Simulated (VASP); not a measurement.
The system is BaF2.

```
Ba F
1.0
     0.00000    3.09716    3.09716
     3.09716    0.00000    3.09716
     3.09716    3.09716    0.00000
Ba F
1 2
Direct
  0.00000 0.00000 0.00000
  0.25000 0.25000 0.25000
  0.75000 0.75000 0.75000
```

Base run:

* Program: VASP 6.6.1
* Functional: PBEsol
* Potentials or basis: VASP PAW PBE potentials, release 64 (Ba_sv, F)
* Cutoff: 600 eV
* k mesh: 5 × 5 × 5
* Occupations: gaussian, width 0.01 eV
* Spin: no spin polarisation

Its results: band gap on the k mesh 6.64 eV (least direct gap 6.72 eV); pressure -0.5 GPa.

Problem. The run is repeated on the same cell with these changes: functional from PBEsol to HSE06; cutoff from 600 eV to 520 eV; k mesh from 5 × 5 × 5 to 4 × 4 × 4. What comes out?

Solution. Band gap on the k mesh 8.70 eV (least direct gap 8.79 eV); pressure 1.4 GPa.

Several settings changed at once.

Caveats: some runs use coarse meshes; the PAW data sets were made with another functional, which shifts forces and pressure a little; spin-orbit coupling is left out, which moves the levels of the heavy elements; an odd mesh through Γ misses points on the zone boundary, where band edges can lie (at least some runs).
